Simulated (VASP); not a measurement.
# HgTe (Coloradoite) (F-43m) in VASP: a series of runs, part 2 of 2

VASP 6.6.1. Earlier steps stand in the parts before.

## Step 4: Single point, BLYP

The input, INCAR:

```
  PREC = Accurate
  ENCUT = 520
  EDIFF = 1E-6
  ISMEAR = -1
  SIGMA = 0.05
  LREAL = F
  LASPH = T
  NELM = 60
  ALGO = Normal
  ISIF = 2
  LWAVE = F
  LCHARG = F
  GGA = B5
  ALDAX = 1.0
  AGGAX = 1.0
  AGGAC = 1.0
  ALDAC = 0.0
  NBANDS = 16
```

The input, KPOINTS:

```
Automatic mesh
0
Gamma
  7 7 7
```

The input, POSCAR:

```
HgTe
1.0
    0.0000000000      3.1710554852      3.1710554852
    3.1710554852      0.0000000000      3.1710554852
    3.1710554852      3.1710554852      0.0000000000
Hg Te
1 1
Direct
    0.0000000000      0.0000000000      0.0000000000
    0.7500000000      0.7500000000      0.7500000000
```

Potentials or basis: VASP PAW PBE potentials, release 64 (Hg, Te).

Launch:

```bash
$ cat potpaw_PBE.64/Hg/POTCAR potpaw_PBE.64/Te/POTCAR > POTCAR
$ mpirun -np 1 vasp_std > vasp.out
```

OUTCAR:

```text
PREC = Accurate
   ENCUT = 520
   EDIFF = 1E-6
   ISMEAR = -1
   LREAL = F
   LASPH = T
   NELM = 60
   ISIF = 2
   GGA = B5

 ion  position               nearest neighbor table
   1  0.000  0.000  0.000-   2 2.75   2 2.75   2 2.75   2 2.75
   2  0.750  0.750  0.750-   1 2.75   1 2.75   1 2.75   1 2.75

  LATTYP: Found a face centered cubic cell.
 ALAT       =     6.3421109704

  Lattice vectors:

 A1 = (   0.0000000000,   3.1710554852,   3.1710554852)
 A2 = (   3.1710554852,   0.0000000000,   3.1710554852)
 A3 = (   3.1710554852,   3.1710554852,   0.0000000000)

Analysis of symmetry for initial positions (statically):
=====================================================================
 Subroutine PRICEL returns:
 Original cell was already a primitive cell.

 Routine SETGRP: Setting up the symmetry group for a
 face centered cubic supercell.

 Subroutine GETGRP returns: Found 24 space group operations
 (whereof 24 operations were pure point group operations)
 out of a pool of 48 trial point group operations.

The static configuration has the point symmetry T_d .

Analysis of symmetry for dynamics (positions and initial velocities):
=====================================================================
 Subroutine PRICEL returns:
 Original cell was already a primitive cell.

 Routine SETGRP: Setting up the symmetry group for a
 face centered cubic supercell.

 Subroutine GETGRP returns: Found 24 space group operations
 (whereof 24 operations were pure point group operations)
 out of a pool of 48 trial point group operations.

The dynamic configuration has the point symmetry T_d .

 Subroutine INISYM returns: Found 24 space group operations
 (whereof 24 operations are pure point group operations),
 and found     1 'primitive' translations

----------------------------------------------------------------------------------------

                                     Primitive cell

  volume of cell :      63.7737

  direct lattice vectors                    reciprocal lattice vectors
     0.000000000  3.171055485  3.171055485    -0.157676207  0.157676207  0.157676207
     3.171055485  0.000000000  3.171055485     0.157676207 -0.157676207  0.157676207
     3.171055485  3.171055485  0.000000000     0.157676207  0.157676207 -0.157676207

  length of vectors
     4.484549674  4.484549674  4.484549674     0.273103201  0.273103201  0.273103201

  position of ions in fractional coordinates (direct lattice)
     0.000000000  0.000000000  0.000000000
     0.750000000  0.750000000  0.750000000

  ion indices of the primitive-cell ions
   primitive index   ion index
                 1           1
                 2           2

----------------------------------------------------------------------------------------

 KPOINTS: Automatic mesh

Automatic generation of k-mesh.
 Grid dimensions read from file:
 generate k-points for:    7    7    7

 Generating k-lattice:

  Cartesian coordinates                     Fractional coordinates (reciprocal lattice)
    -0.022525172  0.022525172  0.022525172     0.142857143  0.000000000  0.000000000
     0.022525172 -0.022525172  0.022525172     0.000000000  0.142857143  0.000000000
     0.022525172  0.022525172 -0.022525172     0.000000000  0.000000000  0.142857143

  Length of vectors
     0.039014743  0.039014743  0.039014743

  Shift w.r.t. Gamma in fractional coordinates (k-lattice)
     0.000000000  0.000000000  0.000000000

 Subroutine IBZKPT returns following result:
 ===========================================

 Found     20 irreducible k-points:

 Following reciprocal coordinates:
            Coordinates               Weight
  0.000000  0.000000  0.000000      1.000000
  0.142857  0.000000  0.000000      8.000000
  0.285714  0.000000  0.000000      8.000000
  0.428571  0.000000  0.000000      8.000000
  0.142857  0.142857  0.000000      6.000000
  0.285714  0.142857  0.000000     24.000000
[... 12 lines left out ...]
 -0.428571  0.428571  0.142857     24.000000
 -0.285714  0.428571  0.142857     24.000000
   k-points           NKPTS =     20   k-points in BZ     NKDIM =     20   number of bands    NBANDS=     16
   number of dos      NEDOS =    301   number of ions     NIONS =      2
   total plane-waves  NPLWV =  46656
   dimension x,y,z NGX =    36 NGY =   36 NGZ =   36
   dimension x,y,z NGXF=    72 NGYF=   72 NGZF=   72
   ions per type =               1   1
   NGX,Y,Z   is equivalent  to a cutoff of  13.35, 13.35, 13.35 a.u.
   NGXF,Y,Z  is equivalent  to a cutoff of  26.69, 26.69, 26.69 a.u.
 SYSTEM =  unknown system
   PREC   = accura    normal or accurate (medium, high low for compatibility)
   ISTART =      0    job   : 0-new  1-cont  2-samecut
   ICHARG =      2    charge: 1-file 2-atom 10-const
   ISPIN  =      1    spin polarized calculation?
   LNONCOLLINEAR =      F non collinear calculations
   LSORBIT =      F    spin-orbit coupling
   LASPH  =      T    aspherical Exc in radial PAW
   ENCUT  =  520.0 eV  38.22 Ry    6.18 a.u.   8.34  8.34  8.34*2*pi/ulx,y,z
   NELM   =     60;   NELMIN=  2; NELMDL= -5     # of ELM steps
   EDIFF  = 0.1E-05   stopping-criterion for ELM
   LREAL  =      F    real-space projection
   EDIFFG = 0.1E-04   stopping-criterion for IOM
   NSW    =      0    number of steps for IOM
   IBRION =     -1    ionic relax: 0-MD 1-quasi-New 2-CG
   NFREE  =      0    steps in history (QN), initial steepest desc. (CG)
   ISIF   =      2    stress and relaxation
   ISYM   =      2    0-nonsym 1-usesym 2-fastsym
   POTIM  = 0.5000    time-step for ionic-motion
   TEBEG  =    0.0;   TEEND  =   0.0 temperature during run
   PSTRESS=    0.0 pullay stress
   NELECT =      18.0000    total number of electrons
   NUPDOWN=      -1.0000    fix difference up-down
   EMIN   =  10.00;   EMAX   =-10.00  energy-range for DOS
   EFERMI =   0.00;   METHOD = LEGACY
   ISMEAR =    -1;   SIGMA  =   0.05  broadening in eV -4-tet -1-fermi 0-gaus
   EFERMI_NEDOS =   21; number of points for ismear=-14 and -15
   IALGO  =     38    algorithm
   IMIX   =      4    mixing-type and parameters
     AMIX     =   0.40;   BMIX     =  1.00
     AMIX_MAG =   1.60;   BMIX_MAG =  1.00
  volume/ion in A,a.u.               =      31.89       215.18
  Fermi-wavevector in a.u.,A,eV,Ry     =   1.073870  2.029321 15.690203  1.153197
  Thomas-Fermi vector in A             =   2.209682
   LORBIT       =      0    0 simple, 1 ext, 2 COOP (PROOUT), +10 PAW based schemes
   GGA     = B5    functional components
   LHFCALC =     F    Hartree Fock is set to
   AEXX    =    0.0000 exact exchange contribution
   IVDW    =     0    specifies the selected vdW correction
   LEPSILON=     F    determine dielectric tensor
   LRPA    =     F    only Hartree local field effects (RPA)
 non-spin polarized calculation
  energy-cutoff  :      520.00
  volume of cell :       63.77
 maximum number of plane-waves:      1759
 NGX is ok and might be reduce to    36
   NGX = 17   NGY = 17   NGZ = 17

 number of electron      17.9999998 magnetization

 Free energy of the ion-electron system (eV)
  ---------------------------------------------------
  ext. energy  EPLUGINS =         0.00000000
  ---------------------------------------------------
  free energy    TOTEN  =        -2.25617428 eV

  energy without entropy =       -2.25552186  energy(sigma->0) =       -2.25584807

 E-fermi :   4.2151     XC(G=0):  -8.4828

 val. band max:        4.1764243691   @ k =   0.0000   0.0000   0.0000
 cond. band min:       4.8984200744   @ k =   0.4286   0.0000   0.0000
 fundamental gap:      0.7219957053
 Fermi energy:         4.2150947653

 k-point     1 :       0.0000    0.0000    0.0000
  band No.  band energies     occupation
      1      -8.2569      2.00000
      2      -3.5620      2.00000
      3      -3.5620      2.00000
      4      -3.5620      2.00000
      5      -2.9640      2.00000
      6      -2.9640      2.00000
[... 8 lines left out ...]
     15      13.9218      0.00000
     16      13.9218      0.00000
[... 343 lines left out ...]
 k-point    20 :      -0.2857    0.4286    0.1429
  band No.  band energies     occupation
      1      -7.4174      2.00000
      2      -3.3330      2.00000
      3      -3.2663      2.00000
      4      -3.0438      2.00000
      5      -2.9824      2.00000
      6      -2.3365      2.00000
[... 8 lines left out ...]
     15      14.4631      0.00000
     16      16.3234      0.00000

------------------------ aborting loop because EDIFF is reached ----------------------------------------

  FORCE on cell =-STRESS in cart. coord.  units (eV):
  Direction    XX          YY          ZZ          XY          YZ          ZX
  --------------------------------------------------------------------------------------
  -------------------------------------------------------------------------------------
  Total        4.3981385      4.3981385      4.3981385      0.0000000      0.0000000      0.0000000
  in kB      110.4938131    110.4938131    110.4938131      0.0000000      0.0000000      0.0000000
  external PRESSURE =     110.4938131 kB  Pullay stress =       0.0000000 kB

 VOLUME and BASIS-vectors are now :
 -----------------------------------------------------------------------------
  energy-cutoff  :      520.00
  volume of cell :       63.77
      direct lattice vectors                 reciprocal lattice vectors
     0.000000000  3.171055485  3.171055485    -0.157676207  0.157676207  0.157676207
     3.171055485  0.000000000  3.171055485     0.157676207 -0.157676207  0.157676207
     3.171055485  3.171055485  0.000000000     0.157676207  0.157676207 -0.157676207

 POSITION                                       TOTAL-FORCE (eV/Angst)
 -----------------------------------------------------------------------------------
      0.00000      0.00000      0.00000        -0.000000     -0.000000     -0.000000
      4.75658      4.75658      4.75658         0.000000      0.000000      0.000000
 -----------------------------------------------------------------------------------
    total drift:                               -0.000000     -0.000000     -0.000000

  FREE ENERGIE OF THE ION-ELECTRON SYSTEM (eV)
  ---------------------------------------------------
  free  energy   TOTEN  =        -2.2561742797 eV

  energy  without entropy=       -2.2555218634  energy(sigma->0) =       -2.25584807
```

OSZICAR:

```text
N       E                     dE             d eps       ncg     rms          rms(c)
DAV:   1     0.110268481801E+03    0.11027E+03   -0.82685E+03   640   0.994E+02
DAV:   2     0.109550021923E+01   -0.10917E+03   -0.10306E+03   736   0.230E+02
DAV:   3    -0.252758592965E+01   -0.36231E+01   -0.36149E+01   768   0.441E+01
DAV:   4    -0.256051770816E+01   -0.32932E-01   -0.32930E-01   952   0.389E+00
DAV:   5    -0.256076220888E+01   -0.24450E-03   -0.24450E-03   832   0.243E-01    0.823E+00
DAV:   6    -0.226600184411E+01    0.29476E+00   -0.59436E-01   784   0.109E+01    0.637E+00
DAV:   7    -0.225751538216E+01    0.84865E-02   -0.13557E-01   704   0.255E+00    0.244E+00
DAV:   8    -0.225623820774E+01    0.12772E-02   -0.12401E-02   728   0.129E+00    0.715E-01
DAV:   9    -0.225614877558E+01    0.89432E-04   -0.73425E-04   800   0.325E-01    0.157E-01
DAV:  10    -0.225616660135E+01   -0.17826E-04   -0.94021E-05   832   0.837E-02    0.735E-02
DAV:  11    -0.225617596504E+01   -0.93637E-05   -0.28740E-05   776   0.424E-02    0.267E-02
DAV:  12    -0.225617424913E+01    0.17159E-05   -0.45541E-06   696   0.156E-02    0.160E-02
DAV:  13    -0.225617427975E+01   -0.30611E-07   -0.30192E-07   416   0.339E-03
   1 F= -.22561743E+01 E0= -.22558481E+01  d E =-.652416E-03
```

It took 30 s on 1 thread of AMD EPYC 9R45 (Zen 5), shared host; peak memory 0.18 GiB.

Results:

```yaml
Free_energy: -2.2562 eV
Pressure: 11.0 GPa
Band_gap_on_the_k_mesh: zero (filled and empty bands touch)
```

Levels at points of the mesh, in eV from the Fermi level:
```
           k point  band 6  band 7  band 8  band 9  band 10  band 11  band 12  band 13
(0.00, 0.00, 0.00)   -7.18   -0.68   -0.04   -0.04    -0.04     4.12     4.12     4.12
```

Caveat: the PAW data sets were made with another functional, which shifts forces and pressure a little; spin-orbit coupling is left out, which moves the levels of the heavy elements.

## Step 5: Single point, BLYP

This run uses another cell than the first one, of 32.55 Å³/atom, 1.021 times its volume.

The input, INCAR:

```
SYSTEM = HgTe
PREC = Accurate ; ENCUT = 520
EDIFF = 1E-7 ; ISMEAR = -1
SIGMA = 0.05 ; LREAL = .FALSE.
LASPH = .TRUE. ; NELM = 60
ALGO = Normal ; ISIF = 2
LWAVE = .FALSE. ; LCHARG = .FALSE.
GGA = B5 ; ALDAX = 1.0
AGGAX = 1.0 ; AGGAC = 1.0
ALDAC = 0.0 ; NBANDS = 16
```

The input, KPOINTS:

```
regular mesh
0
G
  7 7 7
  0 0 0
```

The input, POSCAR:

```
HgTe
1.0
    0.0000000000      3.1929255244      3.1929255244
    3.1929255244      0.0000000000      3.1929255244
    3.1929255244      3.1929255244      0.0000000000
Hg Te
1 1
Direct
    0.0000000000      0.0000000000      0.0000000000
    0.7500000000      0.7500000000      0.7500000000
```

Launch:

```bash
$ cat potpaw_PBE.64/Hg/POTCAR potpaw_PBE.64/Te/POTCAR > POTCAR
$ mpirun -np 1 vasp_std > vasp.out
```

Wall time 30 s (1 thread of AMD EPYC 9R45 (Zen 5), shared host); peak memory 0.18 GiB.

It converged, with:

| Item | Value |
| --- | --- |
| Free energy | -2.3418 eV |
| Pressure | 9.5 GPa |
| Band gap on the k mesh | zero (filled and empty bands touch) |

Levels at points of the mesh, in eV from the Fermi level:
| k point | band 7 | band 8 | band 9 | band 10 | band 11 | band 12 |
| --- | --- | --- | --- | --- | --- | --- |
| (0.00, 0.00, 0.00) | -0.74 | -0.04 | -0.04 | -0.04 | 4.15 | 4.15 |

Caveat: the PAW data sets were made with another functional, which shifts forces and pressure a little; spin-orbit coupling is left out, which moves the levels of the heavy elements.

## Step 6: Single point, PBE+D3(BJ)

This run uses another cell than the first one, of 33.22 Å³/atom, 1.042 times its volume.

The input, INCAR:

```
SYSTEM = HgTe
PREC = Accurate
ENCUT = 520
EDIFF = 1E-6
ISMEAR = -1
SIGMA = 0.05
LREAL = .FALSE.
LASPH = .TRUE.
NELM = 100
ALGO = Normal
ISIF = 2
LWAVE = .FALSE.
LCHARG = .FALSE.
GGA = PE
IVDW = 12
NBANDS = 16
```

The input, KPOINTS:

```
Automatic mesh
0
G
  7 7 7
  0 0 0
```

The input, POSCAR:

```
HgTe
1.0
    0.0000000000      3.2145000000      3.2145000000
    3.2145000000      0.0000000000      3.2145000000
    3.2145000000      3.2145000000      0.0000000000
Hg Te
1 1
Direct
    0.0000000000      0.0000000000      0.0000000000
    0.7500000000      0.7500000000      0.7500000000
```

Potentials or basis: VASP PAW PBE potentials, release 64 (Hg, Te).

Launch:

```bash
$ cat potpaw_PBE.64/Hg/POTCAR potpaw_PBE.64/Te/POTCAR > POTCAR
$ mpirun -np 1 vasp_std > vasp.out
```

Run time: 15 s. Hardware: 1 thread of AMD EPYC 9R45 (Zen 5), shared host; peak memory 0.19 GiB.

Results (log left out):

| Item | Value |
| --- | --- |
| Free energy | -4.2859 eV |
| Pressure | 2.6 GPa |
| Band gap on the k mesh | zero (filled and empty bands touch) |
| Dispersion energy per atom | -0.367 eV |

Levels at points of the mesh, in eV from the Fermi level:
```csv
k point,band 7,band 8,band 9,band 10,band 11,band 12
"(0.00, 0.00, 0.00)",-0.73,-0.04,-0.04,-0.04,4.16,4.16
```

Caveat: spin-orbit coupling is left out, which moves the levels of the heavy elements; pairwise dispersion overbinds metals, which lowers pressure and volume.

## Step 7: The runs side by side

| level | cell | gap on the mesh (eV) | pressure (GPa) |
| --- | --- | --- | --- |
| PBE+D3(BJ) | a = 4.485 Å, angles 60.0°, 2 atoms | none | 5.0 |
| PBE+D3(BJ) | a = 4.515 Å, angles 60.0°, 2 atoms | none | 3.7 |
| BLYP | a = 4.485 Å, angles 60.0°, 2 atoms | none | 11.0 |
| BLYP | a = 4.515 Å, angles 60.0°, 2 atoms | none | 9.5 |
| PBE+D3(BJ) | a = 4.546 Å, angles 60.0°, 2 atoms | none | 2.6 |

Alike in all rows: task single point; potentials or basis VASP PAW PBE potentials, release 64 (Hg, Te); no spin polarisation; k mesh 7 × 7 × 7; cutoff (eV) 520; smearing fermi-dirac 0.05 eV.

Caveats: spin-orbit coupling is left out, which moves the levels of the heavy elements; pairwise dispersion overbinds metals, which lowers pressure and volume (some runs); the PAW data sets were made with another functional, which shifts forces and pressure a little (some runs).

Absolute energies hang on the potentials; compare differences alone.
